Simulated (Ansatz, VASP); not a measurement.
**Two plane-wave programs on TiC3**

```
CELL_PARAMETERS angstrom
3.02747 0.00000 0.00000
-1.51373 2.62187 0.00000
0.00000 0.00000 4.26612
ATOMIC_POSITIONS crystal
Ti 0.66667 0.33333 0.00000
C 0.66667 0.33333 0.50000
C 0.33333 0.66667 0.32031
C 0.33333 0.66667 0.67969
```

Change from the starting cell: species swapped into the GaAg3 type (P-6m2, No. 187).

Alike in both runs: task relaxation of cell and atoms; functional PBE; k mesh 18 × 18 × 12; occupations gaussian, width 0.1 eV; no spin polarisation.

|  | VASP | Ansatz |
| --- | --- | --- |
| version | VASP 6.6.1 | Ansatz 0.2.0 |
| potentials or method | VASP PAW PBE potentials, release 64 (Ti_sv, C), cutoff 600 eV | scalar-relativistic, plane waves, PAW |
| valence electrons in the cell | 24 | 24 |

```tsv
	VASP	Ansatz	Ansatz less VASP
gap on the k mesh at the Fermi level, each at its own relaxed structure (eV)	none	none	-
relaxed volume (Å³/atom)	8.58	8.58	+0.001
relaxed cell length with the largest relative difference (Å)	4.263	4.261	-0.0025
```

A gap of «none» marks a metal or a gap that the smearing closes.
